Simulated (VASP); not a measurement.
Here is a VASP 6.6.1 calculation.

Contents of POSCAR:

```
SiGe
1.0
    3.9064373059      0.0000000000      0.0000000000
   -1.9532186530      3.3830739452      0.0000000000
    0.0000000000      0.0000000000      6.4478110316
Ge Si
2 2
Direct
    0.3333333333      0.6666666667      0.0003974037
    0.6666666667      0.3333333333      0.5003974037
    0.3333333333      0.6666666667      0.3746025963
    0.6666666667      0.3333333333      0.8746025963
```

Contents of INCAR.step1:

```
SYSTEM = SiGe
PREC = Accurate
ENCUT = 520
EDIFF = 1E-5
ISMEAR = 0
SIGMA = 0.01
LREAL = .FALSE.
LASPH = .TRUE.
NELM = 60
ALGO = Normal
ISIF = 2
LWAVE = .TRUE.
LCHARG = .FALSE.
GGA = PE
NBANDS = 26
KPAR = 4
```

INCAR.step2

```
SYSTEM = SiGe
PREC = Accurate
ENCUT = 520
EDIFF = 1E-7
ISMEAR = 0
SIGMA = 0.01
LREAL = .FALSE.
LASPH = .TRUE.
NELM = 60
ALGO = Normal
ISIF = 2
LWAVE = .FALSE.
LCHARG = .FALSE.
GGA = PE
LHFCALC = .TRUE.
HFSCREEN = 0.2079
PRECFOCK = Normal
ISTART = 1
NBANDS = 26
KPAR = 4
```

KPOINTS

```
Automatic mesh
0
G
  6 6 2
  0 0 0
```

Potentials or basis: VASP PAW PBE potentials, release 64 (Ge_d, Si).

Command:

```sh
$ cat potpaw_PBE.64/Ge_d/POTCAR potpaw_PBE.64/Si/POTCAR > POTCAR
$ cp INCAR.step1 INCAR
$ mpirun -np 4 vasp_std > vasp.out
$ cp INCAR.step2 INCAR
$ mpirun -np 4 vasp_std > vasp.out
```

Q: What does it give for the band gap on the k mesh?

A: 0.98 eV (least direct gap 1.09 eV).

Q: Predict the pressure.

A: 0.0 GPa.

Q: Estimate the largest force.

A: 0.024 eV/Å.

Stress tensor (GPa, compression positive):
```
 0.16  0.00  0.00
 0.00  0.16  0.00
 0.00  0.00 -0.18
```

Caveat: the k points lie up to 0.49 Å⁻¹ apart; the structure was generated, so it needn't be the stable form of SiGe; the PAW data sets were made with another functional, which shifts forces and pressure a little. A k mesh can miss the band edges.
